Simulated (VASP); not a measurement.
# GaP (I-4m2) in VASP: a series of runs, part 2 of 2

VASP 6.6.1.

## 4. Single point, LDA

This run uses another cell than the first one, of the same volume but with other edges.

INCAR reads:

```
PREC = Accurate ; ENCUT = 520
EDIFF = 1E-6 ; ISMEAR = 0
SIGMA = 0.05 ; LREAL = False
LASPH = True ; NELM = 100
ALGO = Normal ; ISIF = 2
LWAVE = False ; LCHARG = False
NBANDS = 16
```

KPOINTS reads:

```
Automatic mesh
0
Gamma
  10 10 10
```

POSCAR reads:

```
GaP
1.0
    0.0000000000      2.9605664555      2.3092418353
    2.9605664555      0.0000000000      2.3092418353
    2.9605664555      2.9605664555      0.0000000000
Ga P
1 1
Direct
    0.0000000000      0.0000000000      0.0000000000
    0.7500000000      0.7500000000      0.7500000000
```

Launch:

```bash
cat potpaw_LDA.64/Ga_d/POTCAR potpaw_LDA.64/P/POTCAR > POTCAR
mpirun -np 1 vasp_std > vasp.out
```

It took 20 s on 1 thread of Intel Xeon 6975P-C (Granite Rapids), shared host; peak memory 0.19 GiB.

Results (log left out):

* Free energy: -10.1491 eV
* Pressure: -4.1 GPa
* Band gap on the k mesh: zero (band 9 reaches 5.15 eV, above the bottom of band 10 at 4.53 eV)

Stress tensor (GPa, compression positive):
```
-7.98  0.00  0.00
 0.00 -7.98  0.00
 0.00  0.00  3.70
```

Levels at points of the mesh, in eV from the Fermi level:
| k point | band 5 | band 6 | band 7 | band 8 | band 9 | band 10 | band 11 | band 12 | band 13 | band 14 |
| --- | --- | --- | --- | --- | --- | --- | --- | --- | --- | --- |
| (0.00, 0.00, 0.00) | -14.95 | -12.71 | -0.65 | -0.65 | 0.32 | 0.98 | 3.54 | 4.09 | 4.09 | 7.45 |
| (0.50, 0.00, 0.00) | -14.92 | -10.59 | -6.90 | -2.19 | -0.72 | 0.45 | 3.52 | 5.99 | 8.46 | 9.36 |
| (0.50, 0.50, 0.00) | -14.90 | -9.10 | -5.96 | -3.94 | -3.94 | -0.03 | 0.47 | 9.98 | 9.98 | 11.50 |
| (0.50, 0.00, 0.50) | -14.94 | -10.09 | -7.55 | -2.26 | -2.10 | 1.94 | 2.38 | 8.17 | 8.31 | 9.05 |

## 5. Single point, LDA

This run uses another cell than the first one, of the same volume but with other edges.

INCAR reads:

```
SYSTEM = GaP
PREC = Accurate
ENCUT = 520
EDIFF = 1E-7
ISMEAR = 0
SIGMA = 0.05
LREAL = .FALSE.
LASPH = .TRUE.
NELM = 80
ALGO = Normal
ISIF = 2
LWAVE = .FALSE.
LCHARG = .FALSE.
NBANDS = 16
```

KPOINTS reads:

```
regular mesh
0
G
  10 10 10
  0 0 0
```

POSCAR reads:

```
GaP
1.0
    0.0000000000      2.4970384564      3.2461499933
    2.4970384564      0.0000000000      3.2461499933
    2.4970384564      2.4970384564      0.0000000000
Ga P
1 1
Direct
    0.0000000000      0.0000000000      0.0000000000
    0.7500000000      0.7500000000      0.7500000000
```

Potentials or basis: VASP PAW LDA potentials, release 64 (Ga_d, P).

Launch:

```bash
cat potpaw_LDA.64/Ga_d/POTCAR potpaw_LDA.64/P/POTCAR > POTCAR
mpirun -np 1 vasp_std > vasp.out
```

OUTCAR:

```text
SYSTEM = GaP
   PREC = Accurate
   ENCUT = 520
   EDIFF = 1E-7
   ISMEAR = 0
   LREAL = .FALSE.
   LASPH = .TRUE.
   NELM = 80
   ISIF = 2

 ion  position               nearest neighbor table
   1  0.000  0.000  0.000-   2 2.40   2 2.40   2 2.40   2 2.40
   2  0.750  0.750  0.750-   1 2.40   1 2.40   1 2.40   1 2.40

  LATTYP: Found a body centered tetragonal cell.
 ALAT       =     3.5313456508
 C/A-ratio  =     1.8384776311

  Lattice vectors:

 A1 = (  -2.4970384564,   0.0000000000,   3.2461499933)
 A2 = (   2.4970384564,   0.0000000000,   3.2461499933)
 A3 = (   0.0000000000,   2.4970384564,  -3.2461499933)

Analysis of symmetry for initial positions (statically):
=====================================================================
 Subroutine PRICEL returns:
 Original cell was already a primitive cell.

 Routine SETGRP: Setting up the symmetry group for a
 body centered tetragonal supercell.

 Subroutine GETGRP returns: Found  8 space group operations
 (whereof  8 operations were pure point group operations)
 out of a pool of 16 trial point group operations.

The static configuration has the point symmetry D_2d.

Analysis of symmetry for dynamics (positions and initial velocities):
=====================================================================
 Subroutine PRICEL returns:
 Original cell was already a primitive cell.

 Routine SETGRP: Setting up the symmetry group for a
 body centered tetragonal supercell.

 Subroutine GETGRP returns: Found  8 space group operations
 (whereof  8 operations were pure point group operations)
 out of a pool of 16 trial point group operations.

The dynamic configuration has the point symmetry D_2d.

 Subroutine INISYM returns: Found  8 space group operations
 (whereof  8 operations are pure point group operations),
 and found     1 'primitive' translations

----------------------------------------------------------------------------------------

                                     Primitive cell

  volume of cell :      40.4808

[... 103 lines left out ...]
   ISMEAR =     0;   SIGMA  =   0.05  broadening in eV -4-tet -1-fermi 0-gaus
   EFERMI_NEDOS =   21; number of points for ismear=-14 and -15
   IALGO  =     38    algorithm
   IMIX   =      4    mixing-type and parameters
     AMIX     =   0.40;   BMIX     =  1.00
     AMIX_MAG =   1.60;   BMIX_MAG =  1.00
  volume/ion in A,a.u.               =      20.24       136.59
  Fermi-wavevector in a.u.,A,eV,Ry     =   1.249538  2.361284 21.243377  1.561344
  Thomas-Fermi vector in A             =   2.383574
   LORBIT       =      0    0 simple, 1 ext, 2 COOP (PROOUT), +10 PAW based schemes
   GGA     = CA    functional components
   LHFCALC =     F    Hartree Fock is set to
   AEXX    =    0.0000 exact exchange contribution
   IVDW    =     0    specifies the selected vdW correction
   LEPSILON=     F    determine dielectric tensor
   LRPA    =     F    only Hartree local field effects (RPA)
 non-spin polarized calculation
 Gauss-broadening in eV      SIGMA  =   0.05
  energy-cutoff  :      520.00
  volume of cell :       40.48
 maximum number of plane-waves:      1120
   NGX = 15   NGY = 15   NGZ = 13

 number of electron      18.0000001 magnetization

 Free energy of the ion-electron system (eV)
  ---------------------------------------------------
  ext. energy  EPLUGINS =         0.00000000
  ---------------------------------------------------
  free energy    TOTEN  =        -9.87019039 eV

  energy without entropy =       -9.86974363  energy(sigma->0) =       -9.86996701

 E-fermi :   5.1750     XC(G=0): -10.2189

 val. band max:        5.1728006978   @ k =  -0.2000   0.1000   0.0000
 cond. band min:       5.2293163164   @ k =   0.0000   0.0000   0.0000
 fundamental gap:      0.0565156186
 Fermi energy:         5.1749728488

 k-point     1 :       0.0000    0.0000    0.0000
  band No.  band energies     occupation
      1     -10.2878      2.00000
      2     -10.2021      2.00000
      3     -10.2021      2.00000
      4     -10.1629      2.00000
      5     -10.1559      2.00000
      6      -7.8637      2.00000
[... 433 lines left out ...]
      3     -10.1741      2.00000
      4     -10.1598      2.00000
      5     -10.1427      2.00000
      6      -6.3751      2.00000
[... 8 lines left out ...]
     15      16.9196      0.00000
     16      17.4003      0.00000

 [... further k-points ...]
[... 5 lines left out ...]
  --------------------------------------------------------------------------------------
  -------------------------------------------------------------------------------------
  Total        1.4808293      1.4808293     -5.3342988      0.0000000      0.0000000      0.0000000
  in kB       58.6093015     58.6093015   -211.1246197      0.0000000      0.0000000      0.0000000
  external PRESSURE =     -31.3020055 kB  Pullay stress =       0.0000000 kB

 VOLUME and BASIS-vectors are now :
 -----------------------------------------------------------------------------
  energy-cutoff  :      520.00
  volume of cell :       40.48
      direct lattice vectors                 reciprocal lattice vectors
     0.000000000  2.497038456  3.246149993    -0.200237204  0.200237204  0.154028619
     2.497038456  0.000000000  3.246149993     0.200237204 -0.200237204  0.154028619
     2.497038456  2.497038456  0.000000000     0.200237204  0.200237204 -0.154028619

 POSITION                                       TOTAL-FORCE (eV/Angst)
 -----------------------------------------------------------------------------------
      0.00000      0.00000      0.00000         0.000000      0.000000      0.000000
      3.74556      3.74556      4.86922        -0.000000     -0.000000     -0.000000
 -----------------------------------------------------------------------------------
    total drift:                                0.000004      0.000004      0.000002

  FREE ENERGIE OF THE ION-ELECTRON SYSTEM (eV)
  ---------------------------------------------------
  free  energy   TOTEN  =        -9.8701903925 eV

  energy  without entropy=       -9.8697436316  energy(sigma->0) =       -9.86996701
```

Wall time 25 s (1 thread of Intel Xeon 6975P-C (Granite Rapids), shared host); peak memory 0.19 GiB.

Results:

| Item | Value |
| --- | --- |
| Free energy | -9.8702 eV |
| Pressure | -3.1 GPa |
| Band gap on the k mesh | zero (band 9 reaches 5.26 eV, above the bottom of band 10 at 4.85 eV) |

Levels at points of the mesh, in eV from the Fermi level:
| k point | band 7 | band 8 | band 9 | band 10 | band 11 | band 12 |
| --- | --- | --- | --- | --- | --- | --- |
| (0.00, 0.00, 0.00) | -2.05 | 0.05 | 0.05 | 0.12 | 3.40 | 3.40 |
| (0.50, 0.00, 0.00) | -7.24 | -2.87 | -0.40 | -0.32 | 4.61 | 5.17 |
| (0.50, 0.50, 0.00) | -8.49 | -1.89 | -1.89 | 2.37 | 2.79 | 8.34 |
| (0.50, 0.00, 0.50) | -6.72 | -3.73 | -3.60 | 0.36 | 0.40 | 7.36 |

## 6. Overview

| cell | gap on the mesh (eV) | pressure (GPa) |
| --- | --- | --- |
| a = 3.776, b = 3.776, c = 4.069 Å, angles 57.4, 57.4, 65.2°, 2 atoms | 0.04 | -3.3 |
| a = 4.006, b = 4.006, c = 3.627 Å, angles 63.1, 63.1, 53.8°, 2 atoms | 0.40 | -3.0 |
| a = 3.755, b = 3.755, c = 4.187 Å, angles 56.1, 56.1, 67.8°, 2 atoms | none | -4.1 |
| a = 4.095, b = 4.095, c = 3.531 Å, angles 64.5, 64.5, 51.1°, 2 atoms | none | -3.1 |

Alike in all rows: task single point; level LDA; potentials or basis VASP PAW LDA potentials, release 64 (Ga_d, P); no spin polarisation; k mesh 10 × 10 × 10; cutoff (eV) 520; smearing gaussian 0.05 eV.

Absolute energies hang on the potentials; compare differences alone.
